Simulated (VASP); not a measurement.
# AlCo (Pm-3m) in VASP: a series of runs

The runs below take AlCo through single point, with PBE+D3(BJ), PBE.

All numbers are computed with VASP 6.6.1; they aren't measurements. Logs are shortened: lines on timing, memory, paths and dates and some standing lists are left out, and cuts for length are marked.

### Step 1. The cell of the first run

The structure is cubic, space group Pm-3m (No. 221). Conventional cell: a = 2.820 Å, b = 2.820 Å, c = 2.820 Å, α = 90.00°, β = 90.00°, γ = 90.00°. Within 3.2 Å of Al (site symmetry m-3m) lie 8 Co at 2.44 Å and 6 Al at 2.82 Å. Co (site symmetry m-3m) has 8 Al at 2.44 Å and 6 Co at 2.82 Å within 3.2 Å.

### Step 2. Single point, PBE+D3(BJ), collinear spin, ferromagnetic start

The input, INCAR:

```
SYSTEM = AlCo
  ALGO = Normal
  EDIFF = 1E-7
  ENCUT = 520
  GGA = PE
  ISIF = 2
  ISMEAR = -1
  ISPIN = 2
  IVDW = 12
  LASPH = .True.
  LCHARG = .False.
  LMAXMIX = 4
  LORBIT = 11
  LREAL = .False.
  LWAVE = .False.
  MAGMOM = 0 3.2
  NBANDS = 17
  NELM = 150
  PREC = Accurate
  SIGMA = 0.1
```

The input, KPOINTS:

```
k-points
0
Gamma
  10 10 10
  0 0 0
```

The input, POSCAR:

```
AlCo
1.0
    2.8196752695      0.0000000000      0.0000000000
    0.0000000000      2.8196752695      0.0000000000
    0.0000000000      0.0000000000      2.8196752695
Al Co
1 1
Direct
    0.0000000000      0.0000000000      0.0000000000
    0.5000000000      0.5000000000      0.5000000000
```

Potentials or basis: VASP PAW PBE potentials, release 64 (Al, Co).

The run is started by

```bash
cat potpaw_PBE.64/Al/POTCAR potpaw_PBE.64/Co/POTCAR > POTCAR
mpirun -np 1 vasp_std > vasp.out
```

OUTCAR:

```text
SYSTEM = AlCo
   EDIFF = 1E-7
   ENCUT = 520
   GGA = PE
   ISIF = 2
   ISMEAR = -1
   ISPIN = 2
   IVDW = 12
   LASPH = .True.
   LORBIT = 11
   LREAL = .False.
   NELM = 150
   PREC = Accurate
 IVDW          = 12

 ion  position               nearest neighbor table
   1  0.000  0.000  0.000-   2 2.44   2 2.44   2 2.44   2 2.44   2 2.44   2 2.44   2 2.44   2 2.44

   2  0.500  0.500  0.500-   1 2.44   1 2.44   1 2.44   1 2.44   1 2.44   1 2.44   1 2.44   1 2.44

  LATTYP: Found a simple cubic cell.
 ALAT       =     2.8196752695

  Lattice vectors:

 A1 = (   2.8196752695,   0.0000000000,   0.0000000000)
 A2 = (   0.0000000000,   2.8196752695,   0.0000000000)
 A3 = (   0.0000000000,   0.0000000000,   2.8196752695)

Analysis of symmetry for initial positions (statically):
=====================================================================
 Subroutine PRICEL returns:
 Original cell was already a primitive cell.

 Routine SETGRP: Setting up the symmetry group for a
 simple cubic supercell.

 Subroutine GETGRP returns: Found 48 space group operations
 (whereof 48 operations were pure point group operations)
 out of a pool of 48 trial point group operations.

The static configuration has the point symmetry O_h .

Analysis of symmetry for dynamics (positions and initial velocities):
=====================================================================
 Subroutine PRICEL returns:
 Original cell was already a primitive cell.

 Routine SETGRP: Setting up the symmetry group for a
 simple cubic supercell.

 Subroutine GETGRP returns: Found 48 space group operations
 (whereof 48 operations were pure point group operations)
 out of a pool of 48 trial point group operations.

The dynamic configuration has the point symmetry O_h .

Analysis of structural, dynamic, and magnetic symmetry:
=====================================================================
 Subroutine PRICEL returns:
 Original cell was already a primitive cell.

 Routine SETGRP: Setting up the symmetry group for a
 simple cubic supercell.

 Subroutine GETGRP returns: Found 48 space group operations
 (whereof 48 operations were pure point group operations)
 out of a pool of 48 trial point group operations.

The overall configuration has the point symmetry O_h .

 Subroutine INISYM returns: Found 48 space group operations
 (whereof 48 operations are pure point group operations),
 and found     1 'primitive' translations

----------------------------------------------------------------------------------------

                                     Primitive cell

  volume of cell :      22.4180

  direct lattice vectors                    reciprocal lattice vectors
     2.819675269  0.000000000  0.000000000     0.354650768  0.000000000  0.000000000
     0.000000000  2.819675269  0.000000000     0.000000000  0.354650768  0.000000000
     0.000000000  0.000000000  2.819675269     0.000000000  0.000000000  0.354650768

  length of vectors
     2.819675269  2.819675269  2.819675269     0.354650768  0.354650768  0.354650768

  position of ions in fractional coordinates (direct lattice)
     0.000000000  0.000000000  0.000000000
     0.500000000  0.500000000  0.500000000

  ion indices of the primitive-cell ions
   primitive index   ion index
                 1           1
                 2           2

----------------------------------------------------------------------------------------

 KPOINTS: k-points

Automatic generation of k-mesh.
 Grid dimensions read from file:
 generate k-points for:   10   10   10

 Generating k-lattice:

  Cartesian coordinates                     Fractional coordinates (reciprocal lattice)
     0.035465077  0.000000000  0.000000000     0.100000000  0.000000000  0.000000000
     0.000000000  0.035465077  0.000000000     0.000000000  0.100000000  0.000000000
     0.000000000  0.000000000  0.035465077     0.000000000  0.000000000  0.100000000

  Length of vectors
     0.035465077  0.035465077  0.035465077

  Shift w.r.t. Gamma in fractional coordinates (k-lattice)
     0.000000000  0.000000000  0.000000000

 Subroutine IBZKPT returns following result:
 ===========================================

 Found     56 irreducible k-points:

 Following reciprocal coordinates:
            Coordinates               Weight
  0.000000  0.000000  0.000000      1.000000
  0.100000  0.000000  0.000000      6.000000
  0.200000  0.000000  0.000000      6.000000
  0.300000  0.000000  0.000000      6.000000
  0.400000  0.000000  0.000000      6.000000
  0.500000  0.000000  0.000000      3.000000
[... 16 lines left out ...]
  0.200000  0.100000  0.100000     24.000000
  0.300000  0.100000  0.100000     24.000000
 [... further k-points ...]
   k-points           NKPTS =     56   k-points in BZ     NKDIM =     56   number of bands    NBANDS=     17
   number of dos      NEDOS =    301   number of ions     NIONS =      2
   total plane-waves  NPLWV =  13824
   dimension x,y,z NGX =    24 NGY =   24 NGZ =   24
   dimension x,y,z NGXF=    48 NGYF=   48 NGZF=   48
   ions per type =               1   1
   NGX,Y,Z   is equivalent  to a cutoff of  14.15, 14.15, 14.15 a.u.
   NGXF,Y,Z  is equivalent  to a cutoff of  28.30, 28.30, 28.30 a.u.
 SYSTEM =  AlCo
   PREC   = accura    normal or accurate (medium, high low for compatibility)
   ISTART =      0    job   : 0-new  1-cont  2-samecut
   ICHARG =      2    charge: 1-file 2-atom 10-const
   ISPIN  =      2    spin polarized calculation?
   LNONCOLLINEAR =      F non collinear calculations
   LSORBIT =      F    spin-orbit coupling
   LASPH  =      T    aspherical Exc in radial PAW
   ENCUT  =  520.0 eV  38.22 Ry    6.18 a.u.   5.24  5.24  5.24*2*pi/ulx,y,z
   NELM   =    150;   NELMIN=  2; NELMDL= -5     # of ELM steps
   EDIFF  = 0.1E-06   stopping-criterion for ELM
   LREAL  =      F    real-space projection
   EDIFFG = 0.1E-05   stopping-criterion for IOM
   NSW    =      0    number of steps for IOM
   IBRION =     -1    ionic relax: 0-MD 1-quasi-New 2-CG
   NFREE  =      0    steps in history (QN), initial steepest desc. (CG)
   ISIF   =      2    stress and relaxation
   ISYM   =      2    0-nonsym 1-usesym 2-fastsym
   POTIM  = 0.5000    time-step for ionic-motion
   TEBEG  =    0.0;   TEEND  =   0.0 temperature during run
   PSTRESS=    0.0 pullay stress
   NELECT =      12.0000    total number of electrons
   NUPDOWN=      -1.0000    fix difference up-down
   EMIN   =  10.00;   EMAX   =-10.00  energy-range for DOS
   EFERMI =   0.00;   METHOD = LEGACY
   ISMEAR =    -1;   SIGMA  =   0.10  broadening in eV -4-tet -1-fermi 0-gaus
   EFERMI_NEDOS =   21; number of points for ismear=-14 and -15
   IALGO  =     38    algorithm
   IMIX   =      4    mixing-type and parameters
     AMIX     =   0.40;   BMIX     =  1.00
     AMIX_MAG =   1.60;   BMIX_MAG =  1.00
  volume/ion in A,a.u.               =      11.21        75.64
  Fermi-wavevector in a.u.,A,eV,Ry     =   1.329238  2.511896 24.039783  1.766874
  Thomas-Fermi vector in A             =   2.458416
   LORBIT       =     11    0 simple, 1 ext, 2 COOP (PROOUT), +10 PAW based schemes
   GGA     = PE    functional components
   LHFCALC =     F    Hartree Fock is set to
   AEXX    =    0.0000 exact exchange contribution
   IVDW    =    12    specifies the selected vdW correction
   LEPSILON=     F    determine dielectric tensor
   LRPA    =     F    only Hartree local field effects (RPA)
 spin polarized calculation
  energy-cutoff  :      520.00
  volume of cell :       22.42
 maximum number of plane-waves:       624
 NGX is ok and might be reduce to    24
   NGX = 11   NGY = 11   NGZ = 11

 number of electron      11.9999996 magnetization       0.0005580

 Free energy of the ion-electron system (eV)
  ---------------------------------------------------
  ext. energy  EPLUGINS =         0.00000000
  ---------------------------------------------------
  free energy    TOTEN  =       -11.98804735 eV

  energy without entropy =      -11.96096146  energy(sigma->0) =      -11.97450440

 E-fermi :  10.9655     XC(G=0): -12.4222

 val. band max:       10.9567435370   @ k =   0.5000   0.4000   0.1000
 cond. band min:      11.0822965232   @ k =   0.5000   0.3000   0.0000
 fundamental gap:      0.1255529862
 Fermi energy:        10.9654868250

 spin component 1

 k-point     1 :       0.0000    0.0000    0.0000
  band No.  band energies     occupation
      1      -0.2823      1.00000
      2       7.9021      1.00000
      3       7.9021      1.00000
      4      10.1266      0.99977
      5      10.1266      0.99977
      6      10.1266      0.99977
[... 9 lines left out ...]
     16      34.9832      0.00000
     17      34.9832      0.00000

 k-point     2 :       0.1000    0.0000    0.0000
  band No.  band energies     occupation
      1      -0.0885      1.00000
      2       7.8810      1.00000
      3       7.9566      1.00000
      4      10.0230      0.99992
      5      10.0230      0.99992
      6      10.1376      0.99975
[... 9 lines left out ...]
     16      33.0406      0.00000
     17      35.5470      0.00000

 k-point     3 :       0.2000    0.0000    0.0000
  band No.  band energies     occupation
      1       0.4859      1.00000
      2       7.7056      1.00000
      3       8.1035      1.00000
      4       9.7724      0.99999
      5       9.7724      0.99999
      6      10.1668      0.99966
[... 392 lines left out ...]
 k-point    23 :       0.2000    0.1000    0.1000
  band No.  band energies     occupation
      1       0.8611      1.00000
      2       7.8408      1.00000
      3       8.1132      1.00000
      4       9.6366      1.00000
      5       9.6674      1.00000
      6       9.9675      0.99995
[... 9 lines left out ...]
     16      33.2146      0.00000
     17      34.7749      0.00000

 k-point    24 :       0.3000    0.1000    0.1000
  band No.  band energies     occupation
      1       1.7788      1.00000
      2       7.2324      1.00000
      3       8.3139      1.00000
      4       9.3515      1.00000
      5       9.4539      1.00000
      6      10.0106      0.99993
[... 9 lines left out ...]
     16      32.3598      0.00000
     17      33.4543      0.00000

 [... further k-points ...]

 spin component 2

 k-point     1 :       0.0000    0.0000    0.0000
  band No.  band energies     occupation
      1      -0.2825      1.00000
      2       7.9031      1.00000
      3       7.9031      1.00000
      4      10.1270      0.99977
      5      10.1270      0.99977
      6      10.1270      0.99977
[... 9 lines left out ...]
     16      34.9829      0.00000
     17      34.9829      0.00000

 k-point     2 :       0.1000    0.0000    0.0000
  band No.  band energies     occupation
      1      -0.0887      1.00000
      2       7.8819      1.00000
      3       7.9576      1.00000
      4      10.0234      0.99992
      5      10.0234      0.99992
      6      10.1381      0.99974
[... 9 lines left out ...]
     16      33.0405      0.00000
     17      35.5470      0.00000

 k-point     3 :       0.2000    0.0000    0.0000
  band No.  band energies     occupation
      1       0.4858      1.00000
      2       7.7063      1.00000
      3       8.1045      1.00000
      4       9.7728      0.99999
      5       9.7728      0.99999
      6      10.1672      0.99966
[... 392 lines left out ...]
 k-point    23 :       0.2000    0.1000    0.1000
  band No.  band energies     occupation
      1       0.8609      1.00000
      2       7.8415      1.00000
      3       8.1141      1.00000
      4       9.6370      1.00000
      5       9.6678      1.00000
      6       9.9680      0.99995
[... 9 lines left out ...]
     16      33.2145      0.00000
     17      34.7748      0.00000

 k-point    24 :       0.3000    0.1000    0.1000
  band No.  band energies     occupation
      1       1.7786      1.00000
      2       7.2327      1.00000
      3       8.3149      1.00000
      4       9.3520      1.00000
      5       9.4543      1.00000
      6      10.0111      0.99993
[... 9 lines left out ...]
     16      32.3598      0.00000
     17      33.4543      0.00000

 [... further k-points ...]

------------------------ aborting loop because EDIFF is reached ----------------------------------------

 Edisp (eV)   -0.89812

 E8    (eV) :    -0.3992

  FORCE on cell =-STRESS in cart. coord.  units (eV):
  Direction    XX          YY          ZZ          XY          YZ          ZX
  --------------------------------------------------------------------------------------
  -------------------------------------------------------------------------------------
  Total      -0.00300    -0.00300    -0.00300     0.00000     0.00000    -0.00000
  in kB      -0.21426    -0.21426    -0.21426     0.00000     0.00000    -0.00000
  external pressure =       -0.21 kB  Pullay stress =        0.00 kB

 VOLUME and BASIS-vectors are now :
 -----------------------------------------------------------------------------
  energy-cutoff  :      520.00
  volume of cell :       22.42
      direct lattice vectors                 reciprocal lattice vectors
     2.819675269  0.000000000  0.000000000     0.354650768  0.000000000  0.000000000
     0.000000000  2.819675269  0.000000000     0.000000000  0.354650768  0.000000000
     0.000000000  0.000000000  2.819675269     0.000000000  0.000000000  0.354650768

 POSITION                                       TOTAL-FORCE (eV/Angst)
 -----------------------------------------------------------------------------------
      0.00000      0.00000      0.00000         0.000000      0.000000      0.000000
      1.40984      1.40984      1.40984         0.000000      0.000000      0.000000
 -----------------------------------------------------------------------------------
    total drift:                                0.000000     -0.000000     -0.000000

  FREE ENERGIE OF THE ION-ELECTRON SYSTEM (eV)
  ---------------------------------------------------
  free  energy   TOTEN  =       -12.8861722379 eV

  energy  without entropy=      -12.8590863477  energy(sigma->0) =      -12.87262929

 total charge

# of ion       s       p       d       tot
------------------------------------------
    1        0.399   0.443   0.000   0.842
    2        0.447   0.535   7.530   8.512
--------------------------------------------------
tot          0.846   0.978   7.530   9.354

 magnetization (x)

# of ion       s       p       d       tot
------------------------------------------
    1       -0.000  -0.000   0.000  -0.000
    2       -0.000  -0.000   0.001   0.001
--------------------------------------------------
tot         -0.000  -0.000   0.001   0.001
```

Wall time 27 s (1 thread of Intel Xeon 6975P-C, shared host); peak memory 0.18 GiB.

Results:

| Property | Result |
| --- | --- |
| Free energy | -12.8862 eV |
| Pressure | 0.0 GPa |
| Band gap on the k mesh | zero (filled and empty bands overlap) |
| Net moment | 0.00 μB per cell |
| Valence electrons inside the program's atomic spheres | Al 0.84; Co 8.51 |
| Dispersion energy per atom | -0.449 eV |

Caveat: the starting moments collapsed, and a magnetic state may lie lower; pairwise dispersion overbinds metals, which lowers pressure and volume.

### Step 3. Single point, PBE, collinear spin, ferromagnetic start

This run uses another cell than the first one, of 11.61 Å³/atom, 1.035 times its volume.

The input, INCAR:

```
SYSTEM = AlCo
  ALGO = Normal
  EDIFF = 1E-6
  ENCUT = 520
  GGA = PE
  ISIF = 2
  ISMEAR = -1
  ISPIN = 2
  LASPH = .TRUE.
  LCHARG = .FALSE.
  LMAXMIX = 4
  LORBIT = 11
  LREAL = .FALSE.
  LWAVE = .FALSE.
  MAGMOM = 0 3.2
  NBANDS = 17
  NELM = 150
  PREC = Accurate
  SIGMA = 0.1
```

The input, KPOINTS:

```
k-points
0
G
  10 10 10
  0 0 0
```

The input, POSCAR:

```
AlCo
1.0
    2.8526272444      0.0000000000      0.0000000000
    0.0000000000      2.8526272444      0.0000000000
    0.0000000000      0.0000000000      2.8526272444
Al Co
1 1
Direct
    0.0000000000      0.0000000000      0.0000000000
    0.5000000000      0.5000000000      0.5000000000
```

Potentials or basis: VASP PAW PBE potentials, release 64 (Al, Co).

The run is started by

```bash
cat potpaw_PBE.64/Al/POTCAR potpaw_PBE.64/Co/POTCAR > POTCAR
mpirun -np 1 vasp_std > vasp.out
```

Run time: 28 s. Hardware: 1 thread of Intel Xeon 6975P-C, shared host; peak memory 0.17 GiB.

Results (log left out):

- Free energy: -12.0039 eV
- Pressure: 0.0 GPa
- Band gap on the k mesh: zero (filled and empty bands overlap)
- Net moment: 0.00 μB per cell
- Valence electrons inside the program's atomic spheres: Al 0.82; Co 8.44

Levels at points of the mesh, in eV from the Fermi level:
Spin up:
```tsv
k point	band 3	band 4	band 5	band 6	band 7	band 8	band 9	band 10
(0.00, 0.00, 0.00)	-2.90	-0.79	-0.79	-0.79	6.00	6.00	6.00	8.77
(0.50, 0.00, 0.00)	-2.31	-1.66	-1.66	-0.68	0.22	8.45	10.65	10.65
(0.50, 0.50, 0.00)	-2.62	-2.62	-1.45	-1.45	-0.19	2.46	3.48	12.77
(0.50, 0.50, 0.50)	-3.88	-0.16	-0.16	2.44	2.44	2.44	4.14	5.35
```
Spin down:
| k point | band 2 | band 3 | band 4 | band 5 | band 6 | band 7 | band 8 | band 9 | band 10 | band 11 |
| --- | --- | --- | --- | --- | --- | --- | --- | --- | --- | --- |
| (0.00, 0.00, 0.00) | -2.90 | -2.90 | -0.79 | -0.79 | -0.79 | 6.00 | 6.00 | 6.00 | 8.77 | 8.77 |
| (0.50, 0.00, 0.00) | -6.56 | -2.31 | -1.66 | -1.66 | -0.68 | 0.22 | 8.45 | 10.65 | 10.65 | 11.66 |
| (0.50, 0.50, 0.00) | -2.99 | -2.62 | -2.62 | -1.45 | -1.45 | -0.19 | 2.47 | 3.48 | 12.77 | 15.86 |
| (0.50, 0.50, 0.50) | -3.88 | -3.88 | -0.15 | -0.15 | 2.44 | 2.44 | 2.44 | 4.14 | 5.35 | 5.35 |

Caveat: the starting moments collapsed, and a magnetic state may lie lower.
